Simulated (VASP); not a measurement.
Set up this calculation in VASP 6.6.1, as the native input.

- Task: relaxation of cell and atoms
- Functional: PBE
- Potentials or basis: VASP PAW PBE potentials, release 64 (Ca_sv, Se)
- Cutoff: 600 eV
- k mesh: 8 × 8 × 8
- Occupations: gaussian, width 0.01 eV
- Spin: no spin polarisation
- Target pressure: 25 GPa
- Dipole correction: no
- Further INCAR settings: ALGO = Normal; EDIFF = 1e-06; IBRION = 2; EDIFFG = -0.001; NSW = 80; ISIF = 3

The structure of CaSe lies in POSCAR:

```
CaSe
1.0
    0.0000000000      2.9789659816      2.9789659816
    2.9789659816      0.0000000000      2.9789659816
    2.9789659816      2.9789659816      0.0000000000
Ca Se
1 1
Direct
    0.0000000000      0.0000000000      0.0000000000
    0.5000000000      0.5000000000      0.5000000000
```

One way to write it, as run:

INCAR

```
SYSTEM = CaSe
  PREC = Accurate
  ENCUT = 600
  EDIFF = 1E-6
  ISMEAR = 0
  SIGMA = 0.01
  LREAL = .False.
  LASPH = .True.
  NELM = 60
  ALGO = Normal
  ISIF = 3
  LWAVE = .False.
  LCHARG = .False.
  GGA = PE
  IBRION = 2
  NSW = 80
  EDIFFG = -0.001
  PSTRESS = 250.0
```

KPOINTS

```
Automatic mesh
0
Gamma
  8 8 8
  0 0 0
```

Potentials or basis: VASP PAW PBE potentials, release 64 (Ca_sv, Se).

Launch:

```sh
$ cat potpaw_PBE.64/Ca_sv/POTCAR potpaw_PBE.64/Se/POTCAR > POTCAR
$ mpirun -np 1 vasp_std > vasp.out
```

Results of the run:

```json
{
  "Relaxed volume": "19.87 Å³/atom",
  "Relaxed cell": "a = 3.830 Å, b = 3.830 Å, c = 3.830 Å, α = 60.00°, β = 60.00°, γ = 60.00°",
  "Space group after relaxing (to 0.05 Å)": "Fm-3m (No. 225)",
  "Energy change on relaxing (the enthalpy is what falls)": "+406.8 meV/atom",
  "Ionic steps": "5",
  "Pressure after relaxing": "25.0 GPa",
  "Band gap on the k mesh": "1.13 eV, indirect (least direct gap 2.31 eV)"
}
```

Caveat: the cell is relaxed towards a set pressure, so the enthalpy falls and the energy may rise; the volume moved by over 15 % at a fixed basis, so the end points are rough.

Wall time 95 s on 1 thread of Intel(R) Xeon(R) Platinum 8488C (Sapphire Rapids), with other jobs on the host, peak memory 0.22 GiB.
